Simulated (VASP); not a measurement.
# SrTiO3 (Pm-3m) in VASP: a series of runs

Runs on SrTiO3. Level: LDA. Tasks: single point.

Everything below comes from runs of VASP 6.6.1. Logs are shortened: lines on timing, memory, paths and dates and some standing lists are left out, and cuts for length are marked.

## 1. The cell of the first run

The structure is cubic, space group Pm-3m (No. 221). The conventional cell has a = 3.854 Å, b = 3.854 Å, c = 3.854 Å, α = 90.00°, β = 90.00°, γ = 90.00°. Within 3.6 Å of Sr (site symmetry m-3m) lie 12 O at 2.73 Å and 8 Ti at 3.34 Å. Within 2.6 Å of Ti (site symmetry m-3m) lie 6 O at 1.93 Å. O (site symmetry 4/mmm) has 2 Ti at 1.93 Å within 2.6 Å.

## 2. Single point, LDA

File INCAR:

```
SYSTEM = SrTiO3
PREC     = Accurate       ! precision mode
ENCUT    = 1340           ! plane-wave cutoff, eV
EDIFF    = 1E-6           ! SCF threshold, eV
ISMEAR   = 0              ! smearing method
SIGMA    = 0.1            ! smearing width, eV
LREAL    = .FALSE.        ! projectors in reciprocal space
LASPH    = .TRUE.         ! aspherical terms in the spheres
NELM     = 120            ! most SCF steps
ALGO     = Normal         ! electronic algorithm
ISIF     = 2              ! what is computed and relaxed
LWAVE    = .FALSE.        ! write WAVECAR
LCHARG   = .FALSE.        ! write CHGCAR
NBANDS   = 28             ! bands
GGA_COMPAT= .FALSE.
```

File KPOINTS:

```
regular mesh
0
G
  6 6 6
  0 0 0
```

File POSCAR:

```
SrTiO3
1.0
    3.8544292934      0.0000000000      0.0000000000
    0.0000000000      3.8544292934      0.0000000000
    0.0000000000      0.0000000000      3.8544292934
Sr Ti O
1 1 3
Direct
    0.0000000000      0.0000000000      0.0000000000
    0.5000000000      0.5000000000      0.5000000000
    0.5000000000      0.0000000000      0.5000000000
    0.5000000000      0.5000000000      0.0000000000
    0.0000000000      0.5000000000      0.5000000000
```

Potentials or basis: VASP PAW LDA potentials, release 64 (Sr_sv, Ti_sv, O_h).

On the command line:

```sh
$ cat potpaw_LDA.64/Sr_sv/POTCAR potpaw_LDA.64/Ti_sv/POTCAR potpaw_LDA.64/O_h/POTCAR > POTCAR
$ mpirun -np 1 vasp_std > vasp.out
```

OUTCAR:

```text
SYSTEM = SrTiO3
   PREC = Accurate
   ENCUT = 1340
   EDIFF = 1E-6
   ISMEAR = 0
   LREAL = .FALSE.
   LASPH = .TRUE.
   NELM = 120
   ISIF = 2

 ion  position               nearest neighbor table
   1  0.000  0.000  0.000-   3 2.73   4 2.73   5 2.73   3 2.73   5 2.73   4 2.73   5 2.73   5 2.73
                             3 2.73   4 2.73   3 2.73   4 2.73   2 3.34   2 3.34   2 3.34   2 3.34
   2  0.500  0.500  0.500-   3 1.93   4 1.93   5 1.93   4 1.93   3 1.93   5 1.93   1 3.34   1 3.34
                             1 3.34   1 3.34   1 3.34   1 3.34   1 3.34   1 3.34
   3  0.500  0.000  0.500-   2 1.93   2 1.93   1 2.73   1 2.73   1 2.73   1 2.73
   4  0.500  0.500  0.000-   2 1.93   2 1.93   1 2.73   1 2.73   1 2.73   1 2.73
   5  0.000  0.500  0.500-   2 1.93   2 1.93   1 2.73   1 2.73   1 2.73   1 2.73

  LATTYP: Found a simple cubic cell.
 ALAT       =     3.8544292934

  Lattice vectors:

 A1 = (   3.8544292934,   0.0000000000,   0.0000000000)
 A2 = (   0.0000000000,   3.8544292934,   0.0000000000)
 A3 = (   0.0000000000,   0.0000000000,   3.8544292934)

Analysis of symmetry for initial positions (statically):
=====================================================================
 Subroutine PRICEL returns:
 Original cell was already a primitive cell.

 Routine SETGRP: Setting up the symmetry group for a
 simple cubic supercell.

 Subroutine GETGRP returns: Found 48 space group operations
 (whereof 48 operations were pure point group operations)
 out of a pool of 48 trial point group operations.

The static configuration has the point symmetry O_h .

Analysis of symmetry for dynamics (positions and initial velocities):
=====================================================================
 Subroutine PRICEL returns:
 Original cell was already a primitive cell.

 Routine SETGRP: Setting up the symmetry group for a
 simple cubic supercell.

 Subroutine GETGRP returns: Found 48 space group operations
 (whereof 48 operations were pure point group operations)
 out of a pool of 48 trial point group operations.

The dynamic configuration has the point symmetry O_h .

 Subroutine INISYM returns: Found 48 space group operations
 (whereof 48 operations are pure point group operations),
 and found     1 'primitive' translations

----------------------------------------------------------------------------------------

                                     Primitive cell

  volume of cell :      57.2638

  direct lattice vectors                    reciprocal lattice vectors
     3.854429293  0.000000000  0.000000000     0.259441781  0.000000000  0.000000000
     0.000000000  3.854429293  0.000000000     0.000000000  0.259441781  0.000000000
     0.000000000  0.000000000  3.854429293     0.000000000  0.000000000  0.259441781

  length of vectors
     3.854429293  3.854429293  3.854429293     0.259441781  0.259441781  0.259441781

  position of ions in fractional coordinates (direct lattice)
     0.000000000  0.000000000  0.000000000
     0.500000000  0.500000000  0.500000000
     0.500000000  0.000000000  0.500000000
     0.500000000  0.500000000  0.000000000
     0.000000000  0.500000000  0.500000000

  ion indices of the primitive-cell ions
   primitive index   ion index
                 1           1
                 2           2
                 3           3
                 4           4
                 5           5

----------------------------------------------------------------------------------------

 KPOINTS: regular mesh

Automatic generation of k-mesh.
 Grid dimensions read from file:
 generate k-points for:    6    6    6

 Generating k-lattice:

  Cartesian coordinates                     Fractional coordinates (reciprocal lattice)
     0.043240297  0.000000000  0.000000000     0.166666667  0.000000000  0.000000000
     0.000000000  0.043240297  0.000000000     0.000000000  0.166666667  0.000000000
     0.000000000  0.000000000  0.043240297     0.000000000  0.000000000  0.166666667

  Length of vectors
     0.043240297  0.043240297  0.043240297

  Shift w.r.t. Gamma in fractional coordinates (k-lattice)
     0.000000000  0.000000000  0.000000000

 Subroutine IBZKPT returns following result:
 ===========================================

 Found     20 irreducible k-points:

 Following reciprocal coordinates:
            Coordinates               Weight
  0.000000  0.000000  0.000000      1.000000
  0.166667  0.000000  0.000000      6.000000
  0.333333  0.000000  0.000000      6.000000
  0.500000  0.000000  0.000000      3.000000
  0.166667  0.166667  0.000000     12.000000
  0.333333  0.166667  0.000000     24.000000
[... 12 lines left out ...]
  0.500000  0.500000  0.333333      6.000000
  0.500000  0.500000  0.500000      1.000000
   k-points           NKPTS =     20   k-points in BZ     NKDIM =     20   number of bands    NBANDS=     28
   number of dos      NEDOS =    301   number of ions     NIONS =      5
   total plane-waves  NPLWV = 110592
   dimension x,y,z NGX =    48 NGY =   48 NGZ =   48
   dimension x,y,z NGXF=    96 NGYF=   96 NGZF=   96
   ions per type =               1   1   3
   NGX,Y,Z   is equivalent  to a cutoff of  20.70, 20.70, 20.70 a.u.
   NGXF,Y,Z  is equivalent  to a cutoff of  41.41, 41.41, 41.41 a.u.
 SYSTEM =  SrTiO3
   PREC   = accura    normal or accurate (medium, high low for compatibility)
   ISTART =      0    job   : 0-new  1-cont  2-samecut
   ICHARG =      2    charge: 1-file 2-atom 10-const
   ISPIN  =      1    spin polarized calculation?
   LNONCOLLINEAR =      F non collinear calculations
   LSORBIT =      F    spin-orbit coupling
   LASPH  =      T    aspherical Exc in radial PAW
   ENCUT  = 1340.0 eV  98.49 Ry    9.92 a.u.  11.50 11.50 11.50*2*pi/ulx,y,z
   NELM   =    120;   NELMIN=  2; NELMDL= -5     # of ELM steps
   EDIFF  = 0.1E-05   stopping-criterion for ELM
   LREAL  =      F    real-space projection
   EDIFFG = 0.1E-04   stopping-criterion for IOM
   NSW    =      0    number of steps for IOM
   IBRION =     -1    ionic relax: 0-MD 1-quasi-New 2-CG
   NFREE  =      0    steps in history (QN), initial steepest desc. (CG)
   ISIF   =      2    stress and relaxation
   ISYM   =      2    0-nonsym 1-usesym 2-fastsym
   POTIM  = 0.5000    time-step for ionic-motion
   TEBEG  =    0.0;   TEEND  =   0.0 temperature during run
   PSTRESS=    0.0 pullay stress
   NELECT =      40.0000    total number of electrons
   NUPDOWN=      -1.0000    fix difference up-down
   EMIN   =  10.00;   EMAX   =-10.00  energy-range for DOS
   EFERMI =   0.00;   METHOD = LEGACY
   ISMEAR =     0;   SIGMA  =   0.10  broadening in eV -4-tet -1-fermi 0-gaus
   EFERMI_NEDOS =   21; number of points for ismear=-14 and -15
   IALGO  =     38    algorithm
   IMIX   =      4    mixing-type and parameters
     AMIX     =   0.40;   BMIX     =  1.00
     AMIX_MAG =   1.60;   BMIX_MAG =  1.00
  volume/ion in A,a.u.               =      11.45        77.29
  Fermi-wavevector in a.u.,A,eV,Ry     =   1.452562  2.744945 28.707436  2.109937
  Thomas-Fermi vector in A             =   2.569930
   LORBIT       =      0    0 simple, 1 ext, 2 COOP (PROOUT), +10 PAW based schemes
   GGA     = CA    functional components
   LHFCALC =     F    Hartree Fock is set to
   AEXX    =    0.0000 exact exchange contribution
   IVDW    =     0    specifies the selected vdW correction
   LEPSILON=     F    determine dielectric tensor
   LRPA    =     F    only Hartree local field effects (RPA)
 non-spin polarized calculation
 Gauss-broadening in eV      SIGMA  =   0.10
  energy-cutoff  :     1340.00
  volume of cell :       57.26
 maximum number of plane-waves:      6432
 NGX is ok and might be reduce to    48
   NGX = 23   NGY = 23   NGZ = 23

 number of electron      40.0000004 magnetization

 Free energy of the ion-electron system (eV)
  ---------------------------------------------------
  ext. energy  EPLUGINS =         0.00000000
  ---------------------------------------------------
  free energy    TOTEN  =       -44.20470425 eV

  energy without entropy =      -44.20470425  energy(sigma->0) =      -44.20470425

 E-fermi :   5.2036     XC(G=0): -12.0055

 val. band max:        4.6119500870   @ k =   0.5000   0.5000   0.5000
 cond. band min:       6.4322287607   @ k =   0.0000   0.0000   0.0000
 fundamental gap:      1.8202786737
 Fermi energy:         5.2035866925

 k-point     1 :       0.0000    0.0000    0.0000
  band No.  band energies     occupation
      1     -50.9545      2.00000
      2     -27.7649      2.00000
      3     -27.6345      2.00000
      4     -27.6345      2.00000
      5     -27.6345      2.00000
      6     -12.6570      2.00000
[... 20 lines left out ...]
     27       9.8849      0.00000
     28      10.9632      0.00000

 k-point     2 :       0.1667    0.0000    0.0000
  band No.  band energies     occupation
      1     -50.9540      2.00000
      2     -27.7939      2.00000
      3     -27.6335      2.00000
      4     -27.6335      2.00000
      5     -27.6196      2.00000
      6     -12.6912      2.00000
[... 20 lines left out ...]
     27      10.3832      0.00000
     28      11.6269      0.00000

 k-point     3 :       0.3333    0.0000    0.0000
  band No.  band energies     occupation
      1     -50.9530      2.00000
      2     -27.8451      2.00000
      3     -27.6315      2.00000
      4     -27.6315      2.00000
      5     -27.5962      2.00000
      6     -12.8585      2.00000
[... 20 lines left out ...]
     27      11.4781      0.00000
     28      12.7767      0.00000

 k-point     4 :       0.5000    0.0000    0.0000
  band No.  band energies     occupation
      1     -50.9525      2.00000
      2     -27.8691      2.00000
      3     -27.6306      2.00000
      4     -27.6306      2.00000
      5     -27.5859      2.00000
      6     -12.9604      2.00000
[... 20 lines left out ...]
     27      12.0885      0.00000
     28      12.6652      0.00000

 k-point     5 :       0.1667    0.1667    0.0000
  band No.  band energies     occupation
      1     -50.9535      2.00000
      2     -27.8018      2.00000
      3     -27.6558      2.00000
      4     -27.6325      2.00000
      5     -27.6033      2.00000
      6     -12.6592      2.00000
[... 20 lines left out ...]
     27      10.8492      0.00000
     28      12.0217      0.00000

 k-point     6 :       0.3333    0.1667    0.0000
  band No.  band energies     occupation
      1     -50.9525      2.00000
      2     -27.8293      2.00000
      3     -27.6600      2.00000
      4     -27.6306      2.00000
      5     -27.5988      2.00000
      6     -12.7196      2.00000
[... 339 lines left out ...]
      5     -27.6460      2.00000
      6     -11.9709      2.00000
[... 20 lines left out ...]
     27      12.6953      0.00000
     28      12.6953      0.00000

 k-point    18 :       0.5000    0.3333    0.3333
  band No.  band energies     occupation
      1     -50.9495      2.00000
      2     -27.7441      2.00000
      3     -27.6942      2.00000
      4     -27.6935      2.00000
      5     -27.6705      2.00000
      6     -11.7912      2.00000
[... 20 lines left out ...]
     27      12.6975      0.00000
     28      13.1585      0.00000

 k-point    19 :       0.5000    0.5000    0.3333
  band No.  band energies     occupation
      1     -50.9490      2.00000
      2     -27.7156      2.00000
      3     -27.7156      2.00000
      4     -27.6927      2.00000
      5     -27.6919      2.00000
      6     -11.3743      2.00000
[... 20 lines left out ...]
     27      12.8607      0.00000
     28      13.4700      0.00000

 k-point    20 :       0.5000    0.5000    0.5000
  band No.  band energies     occupation
      1     -50.9485      2.00000
      2     -27.7143      2.00000
      3     -27.7143      2.00000
      4     -27.7143      2.00000
      5     -27.6860      2.00000
      6     -11.1528      2.00000
[... 20 lines left out ...]
     27      13.4699      0.00000
     28      13.4700      0.00000

------------------------ aborting loop because EDIFF is reached ----------------------------------------

  FORCE on cell =-STRESS in cart. coord.  units (eV):
  Direction    XX          YY          ZZ          XY          YZ          ZX
  --------------------------------------------------------------------------------------
  -------------------------------------------------------------------------------------
  Total        0.3088184      0.3088184      0.3088184      0.0000000      0.0000000      0.0000000
  in kB        8.6403930      8.6403930      8.6403930      0.0000000      0.0000000      0.0000000
  external PRESSURE =       8.6403930 kB  Pullay stress =       0.0000000 kB

 VOLUME and BASIS-vectors are now :
 -----------------------------------------------------------------------------
  energy-cutoff  :     1340.00
  volume of cell :       57.26
      direct lattice vectors                 reciprocal lattice vectors
     3.854429293  0.000000000  0.000000000     0.259441781  0.000000000  0.000000000
     0.000000000  3.854429293  0.000000000     0.000000000  0.259441781  0.000000000
     0.000000000  0.000000000  3.854429293     0.000000000  0.000000000  0.259441781

 POSITION                                       TOTAL-FORCE (eV/Angst)
 -----------------------------------------------------------------------------------
      0.00000      0.00000      0.00000         0.000000      0.000000      0.000000
      1.92721      1.92721      1.92721         0.000000      0.000000      0.000000
      1.92721      0.00000      1.92721         0.000000      0.000000      0.000000
      1.92721      1.92721      0.00000         0.000000      0.000000      0.000000
      0.00000      1.92721      1.92721         0.000000      0.000000      0.000000
 -----------------------------------------------------------------------------------
    total drift:                                0.000000     -0.000000     -0.000000

  FREE ENERGIE OF THE ION-ELECTRON SYSTEM (eV)
  ---------------------------------------------------
  free  energy   TOTEN  =       -44.2047042454 eV

  energy  without entropy=      -44.2047042454  energy(sigma->0) =      -44.20470425
```

Run time: 2.7 min. Hardware: 1 thread of Intel Xeon Platinum 8375C at 2.90GHz (Ice Lake), shared host; peak memory 0.35 GiB.

Results:

* Free energy: -44.2047 eV
* Pressure: 0.9 GPa
* Band gap on the k mesh: 1.82 eV (least direct gap 2.15 eV)

A k mesh can miss the band edges.

## 3. Single point, LDA

File INCAR:

```
  ALGO = Normal
  EDIFF = 1E-6
  ENCUT = 1340
  GGA = CA
  GGA_COMPAT = False
  ISIF = 2
  ISMEAR = 0
  LASPH = True
  LCHARG = False
  LREAL = False
  LWAVE = False
  NBANDS = 28
  NELM = 120
  PREC = Accurate
  SIGMA = 0.02
```

File KPOINTS:

```
k-points
0
Gamma
  8 8 8
```

POSCAR, as its differences from that of step 2:

```diff
@@ -2,5 +2,5 @@
 1.0
-    3.8544292934      0.0000000000      0.0000000000
-    0.0000000000      3.8544292934      0.0000000000
-    0.0000000000      0.0000000000      3.8544292934
+    3.8547182140      0.0000000000      0.0000000000
+    0.0000000000      3.8547182140      0.0000000000
+    0.0000000000      0.0000000000      3.8547182140
 Sr Ti O
```

Potentials or basis: VASP PAW LDA potentials, release 64 (Sr_sv, Ti_sv, O_h).

On the command line:

```sh
$ cat potpaw_LDA.64/Sr_sv/POTCAR potpaw_LDA.64/Ti_sv/POTCAR potpaw_LDA.64/O_h/POTCAR > POTCAR
$ mpirun -np 1 vasp_std > vasp.out
```

Run time: 3.6 min. Hardware: 1 thread of Intel Xeon Platinum 8375C at 2.90GHz (Ice Lake), shared host; peak memory 0.42 GiB.

Results (log left out):

```
Free energy            : -44.2056 eV
Pressure               : 0.8 GPa
Band gap on the k mesh : 1.82 eV (least direct gap 2.15 eV)
```

Levels at points of the mesh, in eV from the valence-band top:
| k point | band 16 | band 17 | band 18 | band 19 | band 20 | band 21 | band 22 | band 23 | band 24 | band 25 |
| --- | --- | --- | --- | --- | --- | --- | --- | --- | --- | --- |
| (0.00, 0.00, 0.00) | -1.26 | -1.26 | -0.33 | -0.33 | -0.33 | 1.82 | 1.82 | 1.82 | 4.61 | 4.61 |
| (0.50, 0.00, 0.00) | -2.50 | -2.50 | -2.17 | -0.73 | -0.73 | 2.02 | 3.95 | 3.95 | 4.65 | 6.96 |
| (0.50, 0.50, 0.00) | -3.07 | -1.70 | -1.62 | -1.62 | -0.10 | 3.96 | 3.96 | 4.41 | 5.68 | 8.01 |
| (0.50, 0.50, 0.50) | -3.89 | -3.89 | 0.00 | 0.00 | 0.00 | 4.68 | 4.68 | 4.68 | 7.00 | 7.00 |
